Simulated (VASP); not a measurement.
Nb: relaxation of cell and atoms with LDA

The system is Nb.

```
Nb
1.0
     0.00000    2.11500    2.11500
     2.11500    0.00000    2.11500
     2.11500    2.11500    0.00000
Nb
1
Cartesian
  0.0000 0.0000 0.0000
```

This isn't the form of Nb at room conditions, which is bcc.

```
Program                : VASP 6.6.1
Task                   : relaxation of cell and atoms
Functional             : LDA
Potentials or basis    : VASP PAW LDA potentials, release 64 (Nb_sv)
Cutoff                 : 500 eV
k mesh                 : 11 × 11 × 11
Occupations            : methfessel-paxton, width 0.05 eV
Spin                   : no spin polarisation
Dipole correction      : no
Further INCAR settings : ALGO = Normal; EDIFF = 1e-07; IBRION = 2; EDIFFG = -0.01; NSW = 80; ISIF = 3
```

```
Relaxed volume                        : 17.69 Å³/atom
Relaxed cell                          : a = 2.924 Å, b = 2.924 Å, c = 2.924 Å, α = 60.00°, β = 60.00°, γ = 60.00°
Space group after relaxing (to 0.1 Å) : Fm-3m (No. 225)
Energy gained by relaxing             : 45.3 meV/atom
Ionic steps                           : 4
Pressure after relaxing               : 0.1 GPa
Band gap on the k mesh                : zero (an odd number of electrons rules out a gap without spin polarisation)
```

The path:
```
step  energy change (eV)  largest force (eV/Å)  pressure (GPa)  volume (Å³)
   1              0.0000                0.0000          -11.17        18.92
   2              0.1342                0.0000           30.20        15.53
   3             -0.0453                0.0000           -0.20        17.71
   4             -0.0453                0.0000            0.06        17.69
```

Final structure:
```cif
data_structure
_symmetry_space_group_name_H-M 'P 1'
_symmetry_Int_Tables_number 1
_cell_length_a 2.9245
_cell_length_b 2.9245
_cell_length_c 2.9245
_cell_angle_alpha 60.000
_cell_angle_beta 60.000
_cell_angle_gamma 60.000
_cell_volume 17.69
loop_
_atom_site_label
_atom_site_type_symbol
_atom_site_fract_x
_atom_site_fract_y
_atom_site_fract_z
_atom_site_occupancy
Nb1 Nb 0.00000 0.00000 0.00000 1
```

Levels at points of the mesh, in eV from the Fermi level:
```tsv
k point	band 2	band 3	band 4	band 5	band 6	band 7	band 8	band 9	band 10
(0.00, 0.00, 0.00)	-29.84	-29.84	-29.84	-6.33	0.05	0.05	0.05	2.85	2.85
```

Run time: 36 s on 1 thread of Intel(R) Xeon(R) Platinum 8375C CPU @ 2.90GHz (Ice Lake) (shared host), peak memory 0.14 GiB.

LDA usually gives volumes a few per cent too small. Zero-point motion and thermal expansion aren't in these numbers.
